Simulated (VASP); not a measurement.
Write the native input for VASP 6.6.1 that does the following.

- Task: relaxation of cell and atoms
- Functional: PBE
- Potentials or basis: VASP PAW PBE potentials, release 64 (Zn, O)
- Cutoff: 600 eV
- k mesh: 6 × 6 × 2
- Occupations: gaussian, width 0.2 eV
- Spin: no spin polarisation
- Dipole correction: no
- Further INCAR settings: ALGO = Normal; EDIFF = 1e-06; IBRION = 2; EDIFFG = -0.08; NSW = 36; ISIF = 3

The structure of Zn2O5 lies in POSCAR:

```
Zn2O5
1.0
    3.2000000000      0.0000000000      0.0000000000
   -1.6000000000      2.7712812900      0.0000000000
    0.0000000000      0.0000000000      8.9000000000
Zn O
2 5
Direct
    0.3333333300      0.6666666700      0.1130000000
    0.6666666700      0.3333333300      0.8870000000
    0.6666666700      0.3333333300      0.2250000000
    0.6666666700      0.3333333300      0.3750000000
    0.3333333300      0.6666666700      0.7750000000
    0.3333333300      0.6666666700      0.6250000000
    0.0000000000      0.0000000000      0.0000000000
```

One way to write it, as run:

INCAR

```
SYSTEM = Zn2O5
PREC = Accurate ; ENCUT = 600
EDIFF = 1E-6 ; ISMEAR = 0
SIGMA = 0.2 ; LREAL = .False.
LASPH = .True. ; NELM = 60
ALGO = Normal ; ISIF = 3
LWAVE = .False. ; LCHARG = .False.
GGA = PE ; IBRION = 2
NSW = 36 ; EDIFFG = -0.08
```

KPOINTS

```
Automatic mesh
0
Gamma
  6 6 2
  0 0 0
```

Potentials or basis: VASP PAW PBE potentials, release 64 (Zn, O).

Run with:

```sh
$ cat potpaw_PBE.64/Zn/POTCAR potpaw_PBE.64/O/POTCAR > POTCAR
$ mpirun -np 1 vasp_std > vasp.out
```

It gave:

The relaxed volume is 11.76 Å³/atom and the relaxed cell is a = 3.121 Å, b = 3.121 Å, c = 9.760 Å, α = 90.00°, β = 90.00°, γ = 120.00°. The space group after relaxing (to 0.1 Å) is P-3m1 (No. 164), the energy gained by relaxing is 88.3 meV/atom and the ionic steps are 10. The pressure after relaxing is 0.3 GPa. The largest force after relaxing is 0.030 eV/Å and the band gap on the k mesh is zero (bands 27 and 28 overlap by 0.85 eV).

Caveat: the k points lie up to 0.39 Å⁻¹ apart in the final cell, too coarse for converged energies and pressures of a metal.

It took 4.3 min on 1 thread of Intel(R) Xeon(R) Platinum 8488C (Sapphire Rapids), on a shared host, peak memory 0.24 GiB.
